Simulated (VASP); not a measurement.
# Si5Ge2 (F-43m) in VASP: single point with PBE

Aim: the single point of Si5Ge2 with PBE.

Everything below comes from runs of VASP 6.6.1. Logs are shortened: lines on timing, memory, paths and dates and some standing lists are left out, and cuts for length are marked.

### Step 1. The cell of the first run

Symmetry: F-43m, No. 216, cubic system. The conventional cell has a = 8.597 Å, b = 8.597 Å, c = 8.597 Å, α = 90.00°, β = 90.00°, γ = 90.00°. Within 3.0 Å of Si (site symmetry 3m) lie 1 Ge at 2.29 Å and 3 Si at 2.34 Å. Si (site symmetry -43m) has 12 Si at 3.66 Å and 8 Ge at 3.72 Å within 4.8 Å. Within 3.0 Å of Ge (site symmetry -43m) lie 4 Si at 2.29 Å. Within 4.6 Å of Ge (site symmetry -43m) lie 16 Si at 3.52 to 3.72 Å and 6 Ge at 4.30 Å.

### Step 2. Single point, PBE

Input file INCAR:

```
SYSTEM = Si5Ge2
  PREC = Accurate
  ENCUT = 500
  EDIFF = 1E-6
  ISMEAR = 0
  SIGMA = 0.2
  LREAL = .FALSE.
  LASPH = .TRUE.
  NELM = 120
  ALGO = Normal
  ISIF = 2
  LWAVE = .FALSE.
  LCHARG = .FALSE.
  GGA = PE
  NBANDS = 33
  GGA_COMPAT = .FALSE.
```

Input file KPOINTS:

```
regular mesh
0
G
  4 4 4
  0 0 0
```

Input file POSCAR:

```
Si5Ge2
1.0
    0.0000000000      4.2987292924      4.2987292924
    4.2987292924      0.0000000000      4.2987292924
    4.2987292924      4.2987292924      0.0000000000
Si Ge
5 2
Direct
    0.4036852497      0.4036852497      0.4036852497
    0.4036852497      0.4036852497      0.7889442508
    0.4036852497      0.7889442508      0.4036852497
    0.7889442508      0.4036852497      0.4036852497
    0.0000000000      0.0000000000      0.0000000000
    0.2500000000      0.2500000000      0.2500000000
    0.7500000000      0.7500000000      0.7500000000
```

Potentials or basis: VASP PAW PBE potentials, release 64 (Si, Ge_d).

Launch:

```console
$ cat potpaw_PBE.64/Si/POTCAR potpaw_PBE.64/Ge_d/POTCAR > POTCAR
$ mpirun -np 1 vasp_std > vasp.out
```

OUTCAR:

```text
SYSTEM = Si5Ge2
   PREC = Accurate
   ENCUT = 500
   EDIFF = 1E-6
   ISMEAR = 0
   LREAL = .FALSE.
   LASPH = .TRUE.
   NELM = 120
   ISIF = 2
   GGA = PE

 ion  position               nearest neighbor table
   1  0.404  0.404  0.404-   6 2.29   3 2.34   4 2.34   2 2.34
   2  0.404  0.404  0.789-   6 2.29   3 2.34   4 2.34   1 2.34
   3  0.404  0.789  0.404-   6 2.29   2 2.34   4 2.34   1 2.34
   4  0.789  0.404  0.404-   6 2.29   2 2.34   3 2.34   1 2.34
   5  0.000  0.000  0.000-
   6  0.250  0.250  0.250-   1 2.29   2 2.29   3 2.29   4 2.29
   7  0.750  0.750  0.750-

  LATTYP: Found a face centered cubic cell.
 ALAT       =     8.5974585848

  Lattice vectors:

 A1 = (   0.0000000000,   4.2987292924,   4.2987292924)
 A2 = (   4.2987292924,   0.0000000000,   4.2987292924)
 A3 = (   4.2987292924,   4.2987292924,   0.0000000000)

Analysis of symmetry for initial positions (statically):
=====================================================================
 Subroutine PRICEL returns:
 Original cell was already a primitive cell.

 Routine SETGRP: Setting up the symmetry group for a
 face centered cubic supercell.

 Subroutine GETGRP returns: Found 24 space group operations
 (whereof 24 operations were pure point group operations)
 out of a pool of 48 trial point group operations.

The static configuration has the point symmetry T_d .

Analysis of symmetry for dynamics (positions and initial velocities):
=====================================================================
 Subroutine PRICEL returns:
 Original cell was already a primitive cell.

 Routine SETGRP: Setting up the symmetry group for a
 face centered cubic supercell.

 Subroutine GETGRP returns: Found 24 space group operations
 (whereof 24 operations were pure point group operations)
 out of a pool of 48 trial point group operations.

The dynamic configuration has the point symmetry T_d .

 Subroutine INISYM returns: Found 24 space group operations
 (whereof 24 operations are pure point group operations),
 and found     1 'primitive' translations

----------------------------------------------------------------------------------------

                                     Primitive cell

  volume of cell :     158.8731

  direct lattice vectors                    reciprocal lattice vectors
     0.000000000  4.298729292  4.298729292    -0.116313442  0.116313442  0.116313442
     4.298729292  0.000000000  4.298729292     0.116313442 -0.116313442  0.116313442
     4.298729292  4.298729292  0.000000000     0.116313442  0.116313442 -0.116313442

  length of vectors
     6.079321266  6.079321266  6.079321266     0.201460791  0.201460791  0.201460791

  position of ions in fractional coordinates (direct lattice)
     0.403685250  0.403685250  0.403685250
     0.403685250  0.403685250  0.788944251
     0.403685250  0.788944251  0.403685250
     0.788944251  0.403685250  0.403685250
     0.000000000  0.000000000  0.000000000
     0.250000000  0.250000000  0.250000000
     0.750000000  0.750000000  0.750000000

  ion indices of the primitive-cell ions
   primitive index   ion index
                 1           1
                 2           2
                 3           3
                 4           4
                 5           5
                 6           6
                 7           7

----------------------------------------------------------------------------------------

 KPOINTS: regular mesh

Automatic generation of k-mesh.
 Grid dimensions read from file:
 generate k-points for:    4    4    4

 Generating k-lattice:

  Cartesian coordinates                     Fractional coordinates (reciprocal lattice)
    -0.029078360  0.029078360  0.029078360     0.250000000  0.000000000  0.000000000
     0.029078360 -0.029078360  0.029078360     0.000000000  0.250000000  0.000000000
     0.029078360  0.029078360 -0.029078360     0.000000000  0.000000000  0.250000000

  Length of vectors
     0.050365198  0.050365198  0.050365198

  Shift w.r.t. Gamma in fractional coordinates (k-lattice)
     0.000000000  0.000000000  0.000000000

 Subroutine IBZKPT returns following result:
 ===========================================

 Found      8 irreducible k-points:

 Following reciprocal coordinates:
            Coordinates               Weight
  0.000000  0.000000  0.000000      1.000000
  0.250000  0.000000  0.000000      8.000000
  0.500000  0.000000  0.000000      4.000000
  0.250000  0.250000  0.000000      6.000000
  0.500000  0.250000  0.000000     24.000000
 -0.250000  0.250000  0.000000     12.000000
  0.500000  0.500000  0.000000      3.000000
 -0.250000  0.500000  0.250000      6.000000
   k-points           NKPTS =      8   k-points in BZ     NKDIM =      8   number of bands    NBANDS=     33
   number of dos      NEDOS =    301   number of ions     NIONS =      7
   total plane-waves  NPLWV = 110592
   dimension x,y,z NGX =    48 NGY =   48 NGZ =   48
   dimension x,y,z NGXF=    96 NGYF=   96 NGZF=   96
   ions per type =               5   2
   NGX,Y,Z   is equivalent  to a cutoff of  13.13, 13.13, 13.13 a.u.
   NGXF,Y,Z  is equivalent  to a cutoff of  26.25, 26.25, 26.25 a.u.
 SYSTEM =  Si5Ge2
   PREC   = accura    normal or accurate (medium, high low for compatibility)
   ISTART =      0    job   : 0-new  1-cont  2-samecut
   ICHARG =      2    charge: 1-file 2-atom 10-const
   ISPIN  =      1    spin polarized calculation?
   LNONCOLLINEAR =      F non collinear calculations
   LSORBIT =      F    spin-orbit coupling
   LASPH  =      T    aspherical Exc in radial PAW
   ENCUT  =  500.0 eV  36.75 Ry    6.06 a.u.  11.08 11.08 11.08*2*pi/ulx,y,z
   NELM   =    120;   NELMIN=  2; NELMDL= -5     # of ELM steps
   EDIFF  = 0.1E-05   stopping-criterion for ELM
   LREAL  =      F    real-space projection
   EDIFFG = 0.1E-04   stopping-criterion for IOM
   NSW    =      0    number of steps for IOM
   IBRION =     -1    ionic relax: 0-MD 1-quasi-New 2-CG
   NFREE  =      0    steps in history (QN), initial steepest desc. (CG)
   ISIF   =      2    stress and relaxation
   ISYM   =      2    0-nonsym 1-usesym 2-fastsym
   POTIM  = 0.5000    time-step for ionic-motion
   TEBEG  =    0.0;   TEEND  =   0.0 temperature during run
   PSTRESS=    0.0 pullay stress
   NELECT =      48.0000    total number of electrons
   NUPDOWN=      -1.0000    fix difference up-down
   EMIN   =  10.00;   EMAX   =-10.00  energy-range for DOS
   EFERMI =   0.00;   METHOD = LEGACY
   ISMEAR =     0;   SIGMA  =   0.20  broadening in eV -4-tet -1-fermi 0-gaus
   EFERMI_NEDOS =   21; number of points for ismear=-14 and -15
   IALGO  =     38    algorithm
   IMIX   =      4    mixing-type and parameters
     AMIX     =   0.40;   BMIX     =  1.00
     AMIX_MAG =   1.60;   BMIX_MAG =  1.00
  volume/ion in A,a.u.               =      22.70       153.16
  Fermi-wavevector in a.u.,A,eV,Ry     =   1.098513  2.075888 16.418565  1.206731
  Thomas-Fermi vector in A             =   2.234892
   LORBIT       =      0    0 simple, 1 ext, 2 COOP (PROOUT), +10 PAW based schemes
   GGA     = PE    functional components
   LHFCALC =     F    Hartree Fock is set to
   AEXX    =    0.0000 exact exchange contribution
   IVDW    =     0    specifies the selected vdW correction
   LEPSILON=     F    determine dielectric tensor
   LRPA    =     F    only Hartree local field effects (RPA)
 non-spin polarized calculation
 Gauss-broadening in eV      SIGMA  =   0.20
  energy-cutoff  :      500.00
  volume of cell :      158.87
 maximum number of plane-waves:      4056
 NGX is ok and might be reduce to    48
   NGX = 23   NGY = 23   NGZ = 23

 number of electron      48.0000026 magnetization

 Free energy of the ion-electron system (eV)
  ---------------------------------------------------
  ext. energy  EPLUGINS =         0.00000000
  ---------------------------------------------------
  free energy    TOTEN  =       -28.78647919 eV

  energy without entropy =      -28.70696654  energy(sigma->0) =      -28.74672286

 E-fermi :   5.1436     XC(G=0):  -9.4518

 val. band max:        4.9691915305   @ k =   0.5000   0.2500   0.0000
 cond. band min:       5.1643853347   @ k =  -0.2500   0.5000   0.2500
 fundamental gap:      0.1951938042
 Fermi energy:         5.1435808700

 k-point     1 :       0.0000    0.0000    0.0000
  band No.  band energies     occupation
      1     -20.0568      2.00000
      2     -20.0568      2.00000
      3     -20.0568      2.00000
      4     -20.0170      2.00000
      5     -20.0170      2.00000
      6     -19.9456      2.00000
[... 25 lines left out ...]
     32       9.6814      0.00000
     33      10.0696      0.00000

 k-point     2 :       0.2500    0.0000    0.0000
  band No.  band energies     occupation
      1     -20.0569      2.00000
      2     -20.0568      2.00000
      3     -20.0568      2.00000
      4     -20.0170      2.00000
      5     -20.0170      2.00000
      6     -19.9457      2.00000
[... 25 lines left out ...]
     32       8.4571      0.00000
     33       9.7418      0.00000

 k-point     3 :       0.5000    0.0000    0.0000
  band No.  band energies     occupation
      1     -20.0569      2.00000
      2     -20.0568      2.00000
      3     -20.0568      2.00000
      4     -20.0170      2.00000
      5     -20.0170      2.00000
      6     -19.9457      2.00000
[... 25 lines left out ...]
     32       8.4992      0.00000
     33       9.5605      0.00000

 k-point     4 :       0.2500    0.2500    0.0000
  band No.  band energies     occupation
      1     -20.0569      2.00000
      2     -20.0568      2.00000
      3     -20.0568      2.00000
      4     -20.0170      2.00000
      5     -20.0170      2.00000
      6     -19.9457      2.00000
[... 25 lines left out ...]
     32       8.5961      0.00000
     33       9.0324      0.00000

 k-point     5 :       0.5000    0.2500    0.0000
  band No.  band energies     occupation
      1     -20.0569      2.00000
      2     -20.0568      2.00000
      3     -20.0568      2.00000
      4     -20.0170      2.00000
      5     -20.0170      2.00000
      6     -19.9457      2.00000
[... 25 lines left out ...]
     32       8.1345      0.00000
     33       8.1538      0.00000

 k-point     6 :      -0.2500    0.2500    0.0000
  band No.  band energies     occupation
      1     -20.0569      2.00000
      2     -20.0568      2.00000
      3     -20.0568      2.00000
      4     -20.0170      2.00000
      5     -20.0170      2.00000
      6     -19.9457      2.00000
[... 25 lines left out ...]
     32       7.7848      0.00000
     33       8.8728      0.00000

 k-point     7 :       0.5000    0.5000    0.0000
  band No.  band energies     occupation
      1     -20.0569      2.00000
      2     -20.0568      2.00000
      3     -20.0568      2.00000
      4     -20.0170      2.00000
      5     -20.0170      2.00000
      6     -19.9457      2.00000
[... 25 lines left out ...]
     32       7.0700      0.00000
     33       9.2940      0.00000

 k-point     8 :      -0.2500    0.5000    0.2500
  band No.  band energies     occupation
      1     -20.0569      2.00000
      2     -20.0568      2.00000
      3     -20.0568      2.00000
      4     -20.0170      2.00000
      5     -20.0170      2.00000
      6     -19.9457      2.00000
[... 25 lines left out ...]
     32       7.5144      0.00000
     33       7.6941      0.00000

------------------------ aborting loop because EDIFF is reached ----------------------------------------

  FORCE on cell =-STRESS in cart. coord.  units (eV):
  Direction    XX          YY          ZZ          XY          YZ          ZX
  --------------------------------------------------------------------------------------
  -------------------------------------------------------------------------------------
  Total        0.2521175      0.2521175      0.2521175      0.0000000      0.0000000      0.0000000
  in kB        2.5425132      2.5425132      2.5425132      0.0000000      0.0000000      0.0000000
  external PRESSURE =       2.5425132 kB  Pullay stress =       0.0000000 kB

 VOLUME and BASIS-vectors are now :
 -----------------------------------------------------------------------------
  energy-cutoff  :      500.00
  volume of cell :      158.87
      direct lattice vectors                 reciprocal lattice vectors
     0.000000000  4.298729292  4.298729292    -0.116313442  0.116313442  0.116313442
     4.298729292  0.000000000  4.298729292     0.116313442 -0.116313442  0.116313442
     4.298729292  4.298729292  0.000000000     0.116313442  0.116313442 -0.116313442

 POSITION                                       TOTAL-FORCE (eV/Angst)
 -----------------------------------------------------------------------------------
      3.47067      3.47067      3.47067         0.000694      0.000694      0.000694
      5.12679      5.12679      3.47067        -0.000694     -0.000694      0.000694
      5.12679      3.47067      5.12679        -0.000694      0.000694     -0.000694
      3.47067      5.12679      5.12679         0.000694     -0.000694     -0.000694
      0.00000      0.00000      0.00000        -0.000000     -0.000000      0.000000
      2.14936      2.14936      2.14936        -0.000000     -0.000000      0.000000
      6.44809      6.44809      6.44809        -0.000000     -0.000000      0.000000
 -----------------------------------------------------------------------------------
    total drift:                               -0.000001     -0.000001     -0.000001

  FREE ENERGIE OF THE ION-ELECTRON SYSTEM (eV)
  ---------------------------------------------------
  free  energy   TOTEN  =       -28.7864791885 eV

  energy  without entropy=      -28.7069665405  energy(sigma->0) =      -28.74672286
```

Run time: 61 s. Hardware: 1 thread of Intel Xeon Platinum 8259CL at 2.50GHz (Skylake/Cascade Lake), shared host; peak memory 0.33 GiB.

What came out:

```yaml
Free_energy: -28.7865 eV
Pressure: 0.3 GPa
Band_gap_on_the_k_mesh: zero (band 24 reaches 5.32 eV, above the bottom of band 25 at 3.86 eV)
```
